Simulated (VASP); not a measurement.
Set up this calculation in VASP 6.6.1, as the native input.

```
Task                   : single point
Functional             : PBE
Potentials or basis    : VASP PAW PBE potentials, release 64 (Ga_d, Se)
Cutoff                 : 520 eV
k mesh                 : 4 × 4 × 4
Occupations            : gaussian, width 0.1 eV
Spin                   : no spin polarisation
Dipole correction      : no
Further INCAR settings : ALGO = Normal; EDIFF = 1e-07; NBANDS = 26
```

The structure of GaSe4 lies in POSCAR:

```
GaSe4
1.0
   -3.2312320400      3.2312320400      3.2312320400
    3.2312320400     -3.2312320400      3.2312320400
    3.2312320400      3.2312320400     -3.2312320400
Ga Se
1 4
Direct
    0.0000000000      0.0000000000      0.0000000000
    0.5000000000      0.5000000000      0.5000000000
    0.0000000000      0.0000000000      0.5000000000
    0.0000000000      0.5000000000      0.0000000000
    0.5000000000      0.0000000000      0.0000000000
```

These files were run (other wordings do the same):

INCAR

```
SYSTEM = GaSe4
ALGO = Normal
EDIFF = 1E-7
ENCUT = 520
GGA = PE
ISIF = 2
ISMEAR = 0
LASPH = .TRUE.
LCHARG = .TRUE.
LELF = .TRUE.
LREAL = .FALSE.
LVHAR = .TRUE.
LWAVE = .FALSE.
NBANDS = 26
NELM = 80
PREC = Accurate
SIGMA = 0.1
```

KPOINTS

```
k-points
0
G
  4 4 4
  0 0 0
```

Potentials or basis: VASP PAW PBE potentials, release 64 (Ga_d, Se).

Run with:

```bash
$ cat potpaw_PBE.64/Ga_d/POTCAR potpaw_PBE.64/Se/POTCAR > POTCAR
$ mpirun -np 1 vasp_std > vasp.out
```

Results of the run:

The pressure is -5.1 GPa.

Run time: 58 s on 1 thread of Intel(R) Xeon(R) Platinum 8488C (Sapphire Rapids) (shared host), peak memory 0.25 GiB.
